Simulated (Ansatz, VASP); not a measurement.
## MoH6: VASP beside Ansatz

```
H Mo
1.0
     0.00000    2.97843    2.97843
     2.97843    0.00000    2.97843
     2.97843    2.97843    0.00000
H Mo
6 1
Direct
  0.50000 0.50000 0.50000
  0.25000 0.25000 0.25000
  0.83995 0.83995 0.83995
  0.83995 0.83995 0.48015
  0.83995 0.48015 0.83995
  0.48015 0.83995 0.83995
  0.00000 0.00000 0.00000
```

Alike in both runs: functional PBE; k mesh 3 × 3 × 3; occupations gaussian, width 0.15 eV; no spin polarisation.

Ansatz relaxed the structure, and its values are those at the end. VASP's run is a single point on that final structure, the one shown.

```csv
,VASP,Ansatz
version,VASP 6.6.1,Ansatz 0.2.0
potentials or method,"VASP PAW PBE potentials, release 64 (H, Mo_sv), cutoff 500 eV","scalar-relativistic, plane waves, PAW"
valence electrons in the cell,20,20
```

```csv
,VASP,Ansatz,Ansatz less VASP
gap on the k mesh at the Fermi level (eV),none,none,-
pressure (GPa),-0.2,-0.1,+0.19
rms of the force components (eV/Å),0.022,0.020,-0.0023
```

A gap of «none» marks a metal or a gap that the smearing closes.

The k mesh is coarse, so the values compare programs but aren't converged.
